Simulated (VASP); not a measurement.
# Ir (Cmcm) in VASP: notebook, part 2 of 2

VASP 6.6.1.

### 3 Single point, PBEsol (atom 1 (Ir) moved by (+0.000, +0.225) A along x and y)

File INCAR:

```
SYSTEM = Ir
ALGO     = Fast           ! electronic algorithm
EDIFF    = 1E-7           ! SCF threshold, eV
ENCUT    = 520            ! plane-wave cutoff, eV
GGA      = PS             ! functional
ISIF     = 2              ! what is computed and relaxed
ISMEAR   = 0              ! smearing method
LASPH    = .True.         ! aspherical terms in the spheres
LCHARG   = .False.        ! write CHGCAR
LREAL    = .False.        ! projectors in reciprocal space
LWAVE    = .False.        ! write WAVECAR
NBANDS   = 16             ! bands
NELM     = 60             ! most SCF steps
PREC     = Accurate       ! precision mode
SIGMA    = 0.15           ! smearing width, eV
```

File KPOINTS:

```
k-points
0
Gamma
  18 18 12
  0 0 0
```

File POSCAR:

```
Ir
1.0
    2.7513778946      0.0000000000      0.0000000000
   -1.3756889473      2.3827631521      0.0000000000
    0.0000000000      0.0000000000      4.4622900000
Ir
2
Direct
    0.7138807592      0.4277615184      0.7500000000
    0.3333333333      0.6666666667      0.2500000000
```

Potentials or basis: VASP PAW PBE potentials, release 64 (Ir).

On the command line:

```bash
cat potpaw_PBE.64/Ir/POTCAR > POTCAR
mpirun -np 1 vasp_std > vasp.out
```

OUTCAR:

```text
SYSTEM = Ir
   EDIFF = 1E-7
   ENCUT = 520
   GGA = PS
   ISIF = 2
   ISMEAR = 0
   LASPH = .True.
   LREAL = .False.
   NELM = 60
   PREC = Accurate

 ion  position               nearest neighbor table
   1  0.714  0.428  0.750-   2 2.68   2 2.68   2 2.68   2 2.68   2 2.88   2 2.88
   2  0.333  0.667  0.250-   1 2.68   1 2.68   1 2.68   1 2.68   1 2.88   1 2.88

  LATTYP: Found a hexagonal cell.
 ALAT       =     2.7513778946
 C/A-ratio  =     1.6218382828

  Lattice vectors:

 A1 = (   2.7513778946,   0.0000000000,   0.0000000000)
 A2 = (  -1.3756889473,   2.3827631521,   0.0000000000)
 A3 = (   0.0000000000,   0.0000000000,   4.4622900000)

Analysis of symmetry for initial positions (statically):
=====================================================================
 Subroutine PRICEL returns:
 Original cell was already a primitive cell.

 Routine SETGRP: Setting up the symmetry group for a
 hexagonal supercell.

 Subroutine GETGRP returns: Found  8 space group operations
 (whereof  2 operations were pure point group operations)
 out of a pool of 24 trial point group operations.

The static configuration has the point symmetry C_1h.
 The point group associated with its full space group is D_2h.

Analysis of symmetry for dynamics (positions and initial velocities):
=====================================================================
 Subroutine PRICEL returns:
 Original cell was already a primitive cell.

 Routine SETGRP: Setting up the symmetry group for a
 hexagonal supercell.

 Subroutine GETGRP returns: Found  8 space group operations
 (whereof  2 operations were pure point group operations)
 out of a pool of 24 trial point group operations.

The dynamic configuration has the point symmetry C_1h.
 The point group associated with its full space group is D_2h.

 Subroutine INISYM returns: Found  8 space group operations
 (whereof  2 operations are pure point group operations),
 and found     1 'primitive' translations

----------------------------------------------------------------------------------------

                                     Primitive cell

  volume of cell :      29.2542

  direct lattice vectors                    reciprocal lattice vectors
     2.751377895  0.000000000  0.000000000     0.363454254  0.209840411  0.000000000
    -1.375688947  2.382763152  0.000000000     0.000000000  0.419680823  0.000000000
     0.000000000  0.000000000  4.462290000     0.000000000  0.000000000  0.224100182

  length of vectors
     2.751377895  2.751377895  4.462290000     0.419680823  0.419680823  0.224100182

  position of ions in fractional coordinates (direct lattice)
     0.713880759  0.427761518  0.750000000
     0.333333333  0.666666667  0.250000000

  ion indices of the primitive-cell ions
   primitive index   ion index
                 1           1
                 2           2

----------------------------------------------------------------------------------------

 KPOINTS: k-points

Automatic generation of k-mesh.
 Grid dimensions read from file:
 generate k-points for:   18   18   12

 Generating k-lattice:

  Cartesian coordinates                     Fractional coordinates (reciprocal lattice)
     0.020191903  0.011657801  0.000000000     0.055555556 -0.000000000  0.000000000
     0.000000000  0.023315601  0.000000000     0.000000000  0.055555556  0.000000000
     0.000000000  0.000000000  0.018675015     0.000000000  0.000000000  0.083333333

  Length of vectors
     0.023315601  0.023315601  0.018675015

  Shift w.r.t. Gamma in fractional coordinates (k-lattice)
     0.000000000  0.000000000  0.000000000

 Subroutine IBZKPT returns following result:
 ===========================================

 Found    637 irreducible k-points:

 Following reciprocal coordinates:
            Coordinates               Weight
  0.000000  0.000000  0.000000      1.000000
  0.055556  0.000000  0.000000      4.000000
  0.000000  0.055556  0.000000      2.000000
  0.111111  0.000000  0.000000      4.000000
  0.000000  0.111111  0.000000      2.000000
  0.166667  0.000000  0.000000      4.000000
[... 16 lines left out ...]
 -0.055556  0.166667  0.000000      4.000000
 -0.166667  0.111111  0.000000      4.000000
 [... further k-points ...]
   k-points           NKPTS =    637   k-points in BZ     NKDIM =    637   number of bands    NBANDS=     16
   number of dos      NEDOS =    301   number of ions     NIONS =      2
   total plane-waves  NPLWV =  14400
   dimension x,y,z NGX =    20 NGY =   20 NGZ =   36
   dimension x,y,z NGXF=    40 NGYF=   40 NGZF=   72
   ions per type =               2
   NGX,Y,Z   is equivalent  to a cutoff of  12.08, 12.08, 13.41 a.u.
   NGXF,Y,Z  is equivalent  to a cutoff of  24.17, 24.17, 26.82 a.u.
 SYSTEM =  Ir
   PREC   = accura    normal or accurate (medium, high low for compatibility)
   ISTART =      0    job   : 0-new  1-cont  2-samecut
   ICHARG =      2    charge: 1-file 2-atom 10-const
   ISPIN  =      1    spin polarized calculation?
   LNONCOLLINEAR =      F non collinear calculations
   LSORBIT =      F    spin-orbit coupling
   LASPH  =      T    aspherical Exc in radial PAW
   ENCUT  =  520.0 eV  38.22 Ry    6.18 a.u.   5.12  5.12  8.30*2*pi/ulx,y,z
   NELM   =     60;   NELMIN=  2; NELMDL= -5     # of ELM steps
   EDIFF  = 0.1E-06   stopping-criterion for ELM
   LREAL  =      F    real-space projection
   EDIFFG = 0.1E-05   stopping-criterion for IOM
   NSW    =      0    number of steps for IOM
   IBRION =     -1    ionic relax: 0-MD 1-quasi-New 2-CG
   NFREE  =      0    steps in history (QN), initial steepest desc. (CG)
   ISIF   =      2    stress and relaxation
   ISYM   =      2    0-nonsym 1-usesym 2-fastsym
   POTIM  = 0.5000    time-step for ionic-motion
   TEBEG  =    0.0;   TEEND  =   0.0 temperature during run
   PSTRESS=    0.0 pullay stress
   NELECT =      18.0000    total number of electrons
   NUPDOWN=      -1.0000    fix difference up-down
   EMIN   =  10.00;   EMAX   =-10.00  energy-range for DOS
   EFERMI =   0.00;   METHOD = LEGACY
   ISMEAR =     0;   SIGMA  =   0.15  broadening in eV -4-tet -1-fermi 0-gaus
   EFERMI_NEDOS =   21; number of points for ismear=-14 and -15
   IALGO  =     68    algorithm
   IMIX   =      4    mixing-type and parameters
     AMIX     =   0.40;   BMIX     =  1.00
     AMIX_MAG =   1.60;   BMIX_MAG =  1.00
  volume/ion in A,a.u.               =      14.63        98.71
  Fermi-wavevector in a.u.,A,eV,Ry     =   1.392417  2.631287 26.379323  1.938826
  Thomas-Fermi vector in A             =   2.516162
   LORBIT       =      0    0 simple, 1 ext, 2 COOP (PROOUT), +10 PAW based schemes
   GGA     = PS    functional components
   LHFCALC =     F    Hartree Fock is set to
   AEXX    =    0.0000 exact exchange contribution
   IVDW    =     0    specifies the selected vdW correction
   LEPSILON=     F    determine dielectric tensor
   LRPA    =     F    only Hartree local field effects (RPA)
 non-spin polarized calculation
 RMM-DIIS sequential band-by-band and
 Gauss-broadening in eV      SIGMA  =   0.15
  energy-cutoff  :      520.00
  volume of cell :       29.25
 maximum number of plane-waves:       801
   NGX = 11   NGY = 11   NGZ = 17

 number of electron      18.0000000 magnetization

 Free energy of the ion-electron system (eV)
  ---------------------------------------------------
  ext. energy  EPLUGINS =         0.00000000
  ---------------------------------------------------
  free energy    TOTEN  =       -19.35234173 eV

  energy without entropy =      -19.32305224  energy(sigma->0) =      -19.33769699

 E-fermi :   9.7489     XC(G=0): -13.9020

 val. band max:        9.7487994022   @ k =  -0.3333   0.1667   0.5000
 cond. band min:       9.7493903530   @ k =  -0.2222   0.1111   0.4167
 fundamental gap:      0.0005909508
 Fermi energy:         9.7489445948

 k-point     1 :       0.0000    0.0000    0.0000
  band No.  band energies     occupation
      1      -1.1550      2.00000
      2       1.9055      2.00000
      3       5.6311      2.00000
      4       5.9944      2.00000
      5       6.3243      2.00000
      6       6.8411      2.00000
[... 8 lines left out ...]
     15      26.1559      0.00000
     16      26.7269      0.00000
[... 419 lines left out ...]
 k-point    24 :      -0.1667    0.1111    0.0000
  band No.  band energies     occupation
      1      -0.3515      2.00000
      2       2.6375      2.00000
      3       5.1497      2.00000
      4       6.2158      2.00000
      5       6.3127      2.00000
      6       6.6442      2.00000
[... 8 lines left out ...]
     15      26.9660      0.00000
     16      27.3412      0.00000

 [... further k-points ...]

------------------------ aborting loop because EDIFF is reached ----------------------------------------

  FORCE on cell =-STRESS in cart. coord.  units (eV):
  Direction    XX          YY          ZZ          XY          YZ          ZX
  --------------------------------------------------------------------------------------
  -------------------------------------------------------------------------------------
  Total       -2.0857052     -1.9903129     -1.3502643      0.0000000      0.0000000      0.0000000
  in kB     -114.2285338   -109.0041497    -73.9503895      0.0000000      0.0000000      0.0000000
  external PRESSURE =     -99.0610243 kB  Pullay stress =       0.0000000 kB

 VOLUME and BASIS-vectors are now :
 -----------------------------------------------------------------------------
  energy-cutoff  :      520.00
  volume of cell :       29.25
      direct lattice vectors                 reciprocal lattice vectors
     2.751377895  0.000000000  0.000000000     0.363454254  0.209840411  0.000000000
    -1.375688947  2.382763152  0.000000000     0.000000000  0.419680823  0.000000000
     0.000000000  0.000000000  4.462290000     0.000000000  0.000000000  0.224100182

 POSITION                                       TOTAL-FORCE (eV/Angst)
 -----------------------------------------------------------------------------------
      1.37569      1.01925      3.34672         0.000000     -0.917458     -0.000000
     -0.00000      1.58851      1.11557        -0.000000      0.917458      0.000000
 -----------------------------------------------------------------------------------
    total drift:                               -0.000000     -0.000000     -0.000000

  FREE ENERGIE OF THE ION-ELECTRON SYSTEM (eV)
  ---------------------------------------------------
  free  energy   TOTEN  =       -19.3523417349 eV

  energy  without entropy=      -19.3230522437  energy(sigma->0) =      -19.33769699
```

Wall time 2.3 min (1 thread of Intel Xeon 6975P-C (Granite Rapids), shared host); peak memory 0.35 GiB.

Results:

| Property | Result |
| --- | --- |
| Free energy | -19.3523 eV |
| Pressure | -9.9 GPa |
| Largest force | 0.917 eV/Å |
| Band gap on the k mesh | zero (bands 9 and 10 overlap by 3.09 eV) |

Forces on the atoms (eV/Å):
```
Ir   0.000 -0.917  0.000
Ir   0.000  0.917  0.000
```

Levels at points of the mesh, in eV from the Fermi level:
| k point | band 6 | band 7 | band 8 | band 9 | band 10 | band 11 | band 12 | band 13 |
| --- | --- | --- | --- | --- | --- | --- | --- | --- |
| (0.00, 0.00, 0.00) | -2.91 | -2.85 | -2.79 | -1.43 | -0.74 | -0.46 | 0.98 | 6.87 |
| (0.50, 0.00, 0.00) | -3.56 | -3.04 | 0.59 | 0.67 | 1.17 | 3.13 | 4.01 | 8.45 |
| (0.00, 0.50, 0.00) | -2.64 | -2.39 | 0.91 | 0.94 | 1.14 | 2.32 | 4.74 | 7.24 |
| (0.00, 0.00, 0.50) | -3.74 | -3.61 | -3.61 | -0.71 | -0.71 | -0.28 | -0.28 | 13.64 |
| (0.50, 0.00, 0.50) | -1.84 | -0.43 | -0.43 | 0.93 | 0.93 | 1.73 | 1.73 | 7.68 |
| (0.00, 0.50, 0.50) | -2.09 | -1.66 | -1.66 | 0.98 | 0.98 | 2.67 | 2.67 | 6.75 |

Caveat: the cell differs from its parent crystal (atom 1 (Ir) moved by (+0.000, +0.225) A along x and y); the cell stands under tension; the PAW data sets were made with another functional, which shifts forces and pressure a little; spin-orbit coupling is left out, which moves the levels of the heavy elements.
